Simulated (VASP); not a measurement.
# V in VASP: a series of runs

Aim: see how the results for V move with the level of theory and the settings. Levels: PBE, LDA. Tasks: single point.

Everything below comes from runs of VASP 6.6.1. Logs are shortened: lines on timing, memory, paths and dates and some standing lists are left out, and cuts for length are marked.

## 1. The cell of the first run

The typed cell holds 1 atom: a = 2.665 Å, b = 2.595 Å, c = 2.604 Å, α = 109.37°, β = 110.91°, γ = 107.92°.

## 2. Single point, PBE, collinear spin, ferromagnetic start (the cell strained at random)

INCAR reads:

```
ALGO = Fast
EDIFF = 1E-6
ENCUT = 520
GGA = PE
ISIF = 2
ISMEAR = -1
ISPIN = 2
LASPH = True
LCHARG = False
LMAXMIX = 4
LORBIT = 11
LREAL = False
LWAVE = False
MAGMOM = 2
NBANDS = 16
NELM = 150
PREC = Accurate
SIGMA = 0.05
```

KPOINTS reads:

```
k-points
0
Gamma
  12 12 12
```

POSCAR reads:

```
V
1.0
   -1.5169890000      1.5201330000      1.5775550000
    1.4987350000     -1.4780690000      1.5172360000
    1.5065820000      1.4676620000     -1.5354910000
V
1
Direct
    0.0102680000      0.0045550000     -0.0011910000
```

Potentials or basis: VASP PAW PBE potentials, release 64 (V_sv).

Run with:

```console
$ cat potpaw_PBE.64/V_sv/POTCAR > POTCAR
$ mpirun -np 1 vasp_std > vasp.out
```

OUTCAR:

```text
EDIFF = 1E-6
   ENCUT = 520
   GGA = PE
   ISIF = 2
   ISMEAR = -1
   ISPIN = 2
   LASPH = True
   LORBIT = 11
   LREAL = False
   NELM = 150
   PREC = Accurate

 ion  position               nearest neighbor table
   1  0.010  0.005  0.999-

  LATTYP: Found a triclinic cell.
 ALAT       =     2.6316932421
 B/A-ratio  =     1.6047226317
 C/A-ratio  =     0.9859747780
 COS(alpha) =     0.0113080832
 COS(beta)  =     0.3463273251
 COS(gamma) =     0.8088511306

  Lattice vectors:

 A1 = (  -1.4883280000,  -1.5097260000,  -1.5593000000)
 A2 = (  -2.9949100000,  -2.9773880000,  -0.0238090000)
 A3 = (  -1.4987350000,   1.4780690000,  -1.5172360000)

Analysis of symmetry for initial positions (statically):
=====================================================================
 Subroutine PRICEL returns:
 Original cell was already a primitive cell.

 Routine SETGRP: Setting up the symmetry group for a
 triclinic supercell.

 Subroutine GETGRP returns: Found  2 space group operations
 (whereof  1 operations were pure point group operations)
 out of a pool of  2 trial point group operations.

The static configuration has the point symmetry C_1 .
 The point group associated with its full space group is S_2 .

Analysis of symmetry for dynamics (positions and initial velocities):
=====================================================================
 Subroutine PRICEL returns:
 Original cell was already a primitive cell.

 Routine SETGRP: Setting up the symmetry group for a
 triclinic supercell.

 Subroutine GETGRP returns: Found  2 space group operations
 (whereof  1 operations were pure point group operations)
 out of a pool of  2 trial point group operations.

The dynamic configuration has the point symmetry C_1 .
 The point group associated with its full space group is S_2 .

Analysis of structural, dynamic, and magnetic symmetry:
=====================================================================
 Subroutine PRICEL returns:
 Original cell was already a primitive cell.

 Routine SETGRP: Setting up the symmetry group for a
 triclinic supercell.

 Subroutine GETGRP returns: Found  2 space group operations
 (whereof  1 operations were pure point group operations)
 out of a pool of  2 trial point group operations.

The overall configuration has the point symmetry C_1 .
 The point group associated with its full space group is S_2 .

 Subroutine INISYM returns: Found  2 space group operations
 (whereof  1 operations are pure point group operations),
 and found     1 'primitive' translations

----------------------------------------------------------------------------------------

                                     Primitive cell

  volume of cell :      13.8912

  direct lattice vectors                    reciprocal lattice vectors
    -1.516989000  1.520133000  1.577555000     0.003079081  0.330219511  0.318653457
     1.498735000 -1.478069000  1.517236000     0.334706788 -0.003411737  0.325144169
     1.506582000  1.467662000 -1.535491000     0.333890988  0.335894532 -0.002596047

  length of vectors
     2.664721325  2.594783160  2.604141640     0.458905690  0.466646552  0.473619117

  position of ions in fractional coordinates (direct lattice)
     0.010268000  0.004555000  0.998809000

  ion indices of the primitive-cell ions
   primitive index   ion index
                 1           1

----------------------------------------------------------------------------------------

 KPOINTS: k-points

Automatic generation of k-mesh.
 Grid dimensions read from file:
 generate k-points for:   12   12   12

 Generating k-lattice:

  Cartesian coordinates                     Fractional coordinates (reciprocal lattice)
     0.000256590  0.027518293  0.026554455     0.083333333  0.000000000  0.000000000
     0.027892232 -0.000284311  0.027095347     0.000000000  0.083333333  0.000000000
     0.027824249  0.027991211 -0.000216337    -0.000000000 -0.000000000  0.083333333

  Length of vectors
     0.038242141  0.038887213  0.039468260

  Shift w.r.t. Gamma in fractional coordinates (k-lattice)
     0.000000000  0.000000000  0.000000000

 Subroutine IBZKPT returns following result:
 ===========================================

 Found    868 irreducible k-points:

 Following reciprocal coordinates:
            Coordinates               Weight
  0.000000  0.000000  0.000000      1.000000
  0.083333  0.000000  0.000000      2.000000
  0.166667  0.000000  0.000000      2.000000
  0.250000 -0.000000  0.000000      2.000000
  0.333333  0.000000 -0.000000      2.000000
  0.416667  0.000000  0.000000      2.000000
[... 16 lines left out ...]
  0.250000  0.166667  0.000000      2.000000
  0.333333  0.166667 -0.000000      2.000000
 [... further k-points ...]
   k-points           NKPTS =    868   k-points in BZ     NKDIM =    868   number of bands    NBANDS=     16
   number of dos      NEDOS =    301   number of ions     NIONS =      1
   total plane-waves  NPLWV =   8000
   dimension x,y,z NGX =    20 NGY =   20 NGZ =   20
   dimension x,y,z NGXF=    40 NGYF=   40 NGZF=   40
   ions per type =               1
   NGX,Y,Z   is equivalent  to a cutoff of  12.48, 12.81, 12.77 a.u.
   NGXF,Y,Z  is equivalent  to a cutoff of  24.96, 25.63, 25.54 a.u.
 SYSTEM =  unknown system
   PREC   = accura    normal or accurate (medium, high low for compatibility)
   ISTART =      0    job   : 0-new  1-cont  2-samecut
   ICHARG =      2    charge: 1-file 2-atom 10-const
   ISPIN  =      2    spin polarized calculation?
   LNONCOLLINEAR =      F non collinear calculations
   LSORBIT =      F    spin-orbit coupling
   LASPH  =      T    aspherical Exc in radial PAW
   ENCUT  =  520.0 eV  38.22 Ry    6.18 a.u.   4.95  4.82  4.84*2*pi/ulx,y,z
   NELM   =    150;   NELMIN=  2; NELMDL= -5     # of ELM steps
   EDIFF  = 0.1E-05   stopping-criterion for ELM
   LREAL  =      F    real-space projection
[... 7 lines left out ...]
   TEBEG  =    0.0;   TEEND  =   0.0 temperature during run
   PSTRESS=    0.0 pullay stress
   NELECT =      13.0000    total number of electrons
   NUPDOWN=      -1.0000    fix difference up-down
   EMIN   =  10.00;   EMAX   =-10.00  energy-range for DOS
   EFERMI =   0.00;   METHOD = LEGACY
   ISMEAR =    -1;   SIGMA  =   0.05  broadening in eV -4-tet -1-fermi 0-gaus
   EFERMI_NEDOS =   21; number of points for ismear=-14 and -15
   IALGO  =     68    algorithm
   IMIX   =      4    mixing-type and parameters
     AMIX     =   0.40;   BMIX     =  1.00
     AMIX_MAG =   1.60;   BMIX_MAG =  1.00
  volume/ion in A,a.u.               =      13.89        93.74
  Fermi-wavevector in a.u.,A,eV,Ry     =   1.601314  3.026044 34.888126  2.564205
  Thomas-Fermi vector in A             =   2.698311
   LORBIT       =     11    0 simple, 1 ext, 2 COOP (PROOUT), +10 PAW based schemes
   GGA     = PE    functional components
   LHFCALC =     F    Hartree Fock is set to
   AEXX    =    0.0000 exact exchange contribution
   IVDW    =     0    specifies the selected vdW correction
   LEPSILON=     F    determine dielectric tensor
   LRPA    =     F    only Hartree local field effects (RPA)
 spin polarized calculation
 RMM-DIIS sequential band-by-band and
  energy-cutoff  :      520.00
  volume of cell :       13.89
 maximum number of plane-waves:       392
   NGX =  9   NGY =  9   NGZ =  9

 number of electron      12.9999995 magnetization       0.0010596

 Free energy of the ion-electron system (eV)
  ---------------------------------------------------
  ext. energy  EPLUGINS =         0.00000000
  ---------------------------------------------------
  free energy    TOTEN  =        -8.98356755 eV

  energy without entropy =       -8.96532737  energy(sigma->0) =       -8.97444746

 E-fermi :   9.3372     XC(G=0): -12.7369

 val. band max:        9.3364154011   @ k =  -0.1667   0.1667   0.0833
 cond. band min:       9.3374204930   @ k =  -0.1667   0.1667   0.0833
 fundamental gap:      0.0010050920
 Fermi energy:         9.3372137311

 spin component 1

 k-point     1 :       0.0000    0.0000    0.0000
  band No.  band energies     occupation
      1     -54.4211      1.00000
      2     -27.8053      1.00000
      3     -27.7645      1.00000
      4     -27.7349      1.00000
      5       2.8120      1.00000
      6       9.5716      0.00913
[... 8 lines left out ...]
     15      36.3945      0.00000
     16      39.8917      0.00000

 k-point     2 :       0.0833    0.0000    0.0000
  band No.  band energies     occupation
      1     -54.4106      1.00000
      2     -27.8561      1.00000
      3     -27.7822      1.00000
      4     -27.7360      1.00000
      5       3.0738      1.00000
      6       9.4983      0.03834
[... 8 lines left out ...]
     15      36.4493      0.00000
     16      38.0663      0.00000

 k-point     3 :       0.1667    0.0000    0.0000
  band No.  band energies     occupation
      1     -54.3817      1.00000
      2     -28.0002      1.00000
      3     -27.8247      1.00000
      4     -27.7379      1.00000
      5       3.8120      1.00000
      6       9.2506      0.84966
[... 8 lines left out ...]
     15      35.5138      0.00000
     16      35.9012      0.00000

 k-point     4 :       0.2500   -0.0000    0.0000
  band No.  band energies     occupation
      1     -54.3419      1.00000
      2     -28.1954      1.00000
      3     -27.8807      1.00000
      4     -27.7403      1.00000
      5       4.8541      1.00000
      6       8.9129      0.99979
[... 8 lines left out ...]
     15      35.2895      0.00000
     16      36.4213      0.00000
[... 324 lines left out ...]
 k-point    22 :       0.1667    0.1667   -0.0000
  band No.  band energies     occupation
      1     -54.3166      1.00000
      2     -28.2498      1.00000
      3     -27.9262      1.00000
      4     -27.7899      1.00000
      5       5.4802      1.00000
      6       8.7980      0.99998
[... 8 lines left out ...]
     15      35.9072      0.00000
     16      38.6006      0.00000

 k-point    23 :       0.2500    0.1667    0.0000
  band No.  band energies     occupation
      1     -54.2820      1.00000
      2     -28.3853      1.00000
      3     -27.9958      1.00000
      4     -27.8008      1.00000
      5       6.4350      1.00000
      6       8.4880      1.00000
[... 8 lines left out ...]
     15      36.4420      0.00000
     16      39.2099      0.00000

 k-point    24 :       0.3333    0.1667   -0.0000
  band No.  band energies     occupation
      1     -54.2568      1.00000
      2     -28.4757      1.00000
      3     -28.0542      1.00000
      4     -27.8089      1.00000
      5       6.8539      1.00000
      6       8.4015      1.00000
[... 8 lines left out ...]
     15      36.5281      0.00000
     16      39.4457      0.00000

 [... further k-points ...]

 spin component 2

 k-point     1 :       0.0000    0.0000    0.0000
  band No.  band energies     occupation
      1     -54.4203      1.00000
      2     -27.8046      1.00000
      3     -27.7637      1.00000
      4     -27.7341      1.00000
      5       2.8126      1.00000
      6       9.5726      0.00894
[... 8 lines left out ...]
     15      36.3949      0.00000
     16      39.8920      0.00000

 k-point     2 :       0.0833    0.0000    0.0000
  band No.  band energies     occupation
      1     -54.4098      1.00000
      2     -27.8554      1.00000
      3     -27.7814      1.00000
      4     -27.7352      1.00000
      5       3.0745      1.00000
      6       9.4994      0.03756
[... 8 lines left out ...]
     15      36.4512      0.00000
     16      38.0812      0.00000

 k-point     3 :       0.1667    0.0000    0.0000
  band No.  band energies     occupation
      1     -54.3809      1.00000
      2     -27.9995      1.00000
      3     -27.8239      1.00000
      4     -27.7371      1.00000
      5       3.8127      1.00000
      6       9.2517      0.84694
[... 8 lines left out ...]
     15      35.5145      0.00000
     16      35.9033      0.00000

 k-point     4 :       0.2500   -0.0000    0.0000
  band No.  band energies     occupation
      1     -54.3412      1.00000
      2     -28.1946      1.00000
      3     -27.8799      1.00000
      4     -27.7395      1.00000
      5       4.8548      1.00000
      6       8.9139      0.99979
[... 8 lines left out ...]
     15      35.2902      0.00000
     16      36.4218      0.00000
[... 324 lines left out ...]
 k-point    22 :       0.1667    0.1667   -0.0000
  band No.  band energies     occupation
      1     -54.3158      1.00000
      2     -28.2490      1.00000
      3     -27.9254      1.00000
      4     -27.7891      1.00000
      5       5.4808      1.00000
      6       8.7988      0.99998
[... 8 lines left out ...]
     15      35.9078      0.00000
     16      38.6014      0.00000

 k-point    23 :       0.2500    0.1667    0.0000
  band No.  band energies     occupation
      1     -54.2812      1.00000
      2     -28.3846      1.00000
      3     -27.9950      1.00000
      4     -27.8000      1.00000
      5       6.4357      1.00000
      6       8.4888      1.00000
[... 8 lines left out ...]
     15      36.4427      0.00000
     16      39.2108      0.00000

 k-point    24 :       0.3333    0.1667   -0.0000
  band No.  band energies     occupation
      1     -54.2560      1.00000
      2     -28.4750      1.00000
      3     -28.0534      1.00000
      4     -27.8081      1.00000
      5       6.8547      1.00000
      6       8.4025      1.00000
[... 8 lines left out ...]
     15      36.5287      0.00000
     16      39.4466      0.00000

 [... further k-points ...]
[... 5 lines left out ...]
  --------------------------------------------------------------------------------------
  -------------------------------------------------------------------------------------
  Total       -0.3771145     -0.3422115     -0.6134822      0.0021056     -0.0365003      0.0297630
  in kB      -43.4955689    -39.4699327    -70.7577196      0.2428591     -4.2098604      3.4327962
  external PRESSURE =     -51.2410737 kB  Pullay stress =       0.0000000 kB

 VOLUME and BASIS-vectors are now :
 -----------------------------------------------------------------------------
  energy-cutoff  :      520.00
  volume of cell :       13.89
      direct lattice vectors                 reciprocal lattice vectors
    -1.516989000  1.520133000  1.577555000     0.003079081  0.330219511  0.318653457
     1.498735000 -1.478069000  1.517236000     0.334706788 -0.003411737  0.325144169
     1.506582000  1.467662000 -1.535491000     0.333890988  0.335894532 -0.002596047

 POSITION                                       TOTAL-FORCE (eV/Angst)
 -----------------------------------------------------------------------------------
      1.49604      1.47479     -1.51055         0.000000      0.000000      0.000000
 -----------------------------------------------------------------------------------
    total drift:                               -0.000009     -0.000014     -0.000022

  FREE ENERGIE OF THE ION-ELECTRON SYSTEM (eV)
  ---------------------------------------------------
  free  energy   TOTEN  =        -8.9835675493 eV

  energy  without entropy=       -8.9653273719  energy(sigma->0) =       -8.97444746

 total charge

# of ion       s       p       d       tot
------------------------------------------
    1        2.333   6.211   3.059  11.602

 magnetization (x)

# of ion       s       p       d       tot
------------------------------------------
    1        0.000   0.000   0.001   0.001
```

It took 3.3 min on 1 thread of AMD EPYC 9R45 (Zen 5), shared host; peak memory 0.33 GiB.

Results:

```
Free energy                                           : -8.9836 eV
Pressure                                              : -5.1 GPa
Net moment                                            : 0.00 μB per cell
Valence electrons inside the program's atomic spheres : V 11.60
```

Levels at points of the mesh, in eV from the Fermi level:
Spin up:
| k point | band 5 | band 6 | band 7 | band 8 | band 9 | band 10 |
| --- | --- | --- | --- | --- | --- | --- |
| (0.00, 0.00, 0.00) | -6.53 | 0.23 | 0.32 | 0.65 | 2.20 | 2.47 |
| (0.50, 0.00, 0.00) | -3.08 | -1.05 | 1.24 | 2.30 | 2.79 | 3.85 |
| (0.00, 0.50, 0.00) | -3.06 | -0.93 | 1.52 | 2.14 | 2.62 | 3.96 |
| (0.50, 0.50, 0.00) | -3.09 | -1.28 | 1.65 | 2.53 | 2.78 | 3.95 |
| (0.00, 0.00, 0.50) | -3.09 | -1.26 | 1.76 | 2.49 | 2.74 | 3.99 |
| (0.50, 0.00, 0.50) | -3.07 | -0.97 | 1.32 | 2.21 | 2.70 | 3.88 |
| (0.00, 0.50, 0.50) | -3.06 | -0.95 | 1.71 | 2.12 | 2.60 | 4.02 |
| (0.50, 0.50, 0.50) | -2.90 | -2.81 | 3.40 | 3.61 | 3.71 | 9.23 |
Spin down:
```
           k point  band 3  band 4  band 5  band 6  band 7  band 8  band 9  band 10  band 11  band 12
(0.00, 0.00, 0.00)  -37.10  -37.07   -6.52    0.24    0.32    0.65    2.20     2.47    19.67    20.36
(0.50, 0.00, 0.00)  -37.33  -37.08   -3.08   -1.05    1.24    2.30    2.79     3.85     9.47    15.98
(0.00, 0.50, 0.00)  -37.37  -37.11   -3.06   -0.93    1.52    2.14    2.62     3.96     9.78    15.68
(0.50, 0.50, 0.00)  -37.37  -37.12   -3.09   -1.28    1.65    2.53    2.78     3.95     9.92    15.44
(0.00, 0.00, 0.50)  -37.39  -37.12   -3.09   -1.26    1.76    2.49    2.74     3.99    10.04    15.25
(0.50, 0.00, 0.50)  -37.34  -37.09   -3.07   -0.97    1.33    2.22    2.70     3.88     9.57    15.91
(0.00, 0.50, 0.50)  -37.39  -37.13   -3.06   -0.95    1.71    2.12    2.60     4.02     9.98    15.52
(0.50, 0.50, 0.50)  -37.66  -37.63   -2.90   -2.81    3.40    3.61    3.71     9.23    10.17    10.38
```

Caveat: the cell differs from its parent crystal (the cell strained at random).

[end of part 1 of 2]
